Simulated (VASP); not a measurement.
Tl, 1 atom in the cell. Symmetry: Im-3m, No. 229, cubic system. The conventional cell has a = 3.521 Å, b = 3.521 Å, c = 3.521 Å, α = 90.00°, β = 90.00°, γ = 90.00°. Tl (site symmetry m-3m) has 14 Tl at 3.05 to 3.52 Å within 4.0 Å. This isn't the form of Tl at room conditions, which is hcp.

* Program: VASP 6.6.1
* Task: relaxation of cell and atoms
* Functional: PBE
* Potentials or basis: VASP PAW PBE potentials, release 64 (Tl_d)
* Cutoff: 600 eV
* k mesh: 15 × 15 × 15
* Occupations: fermi-dirac, width 0.05 eV
* Spin: no spin polarisation
* Target pressure: 26 GPa
* Dipole correction: no
* Further INCAR settings: ALGO = Normal; EDIFF = 1e-06; IBRION = 2; EDIFFG = -0.005; NSW = 60; ISIF = 3

Potentials or basis: VASP PAW PBE potentials, release 64 (Tl_d).

Launch:

```bash
$ cat potpaw_PBE.64/Tl_d/POTCAR > POTCAR
$ mpirun -np 1 vasp_std > vasp.out
```

Hardware: 1 thread of Intel(R) Xeon(R) 6975P-C (Granite Rapids), with other jobs on the host.

Problem. Estimate the wall time of this run.

Solution. It took 14 s on 1 thread of Intel(R) Xeon(R) 6975P-C (Granite Rapids), with other jobs on the host, peak memory 0.16 GiB. Counts: scf iterations 20, k points 120, ion steps 3.
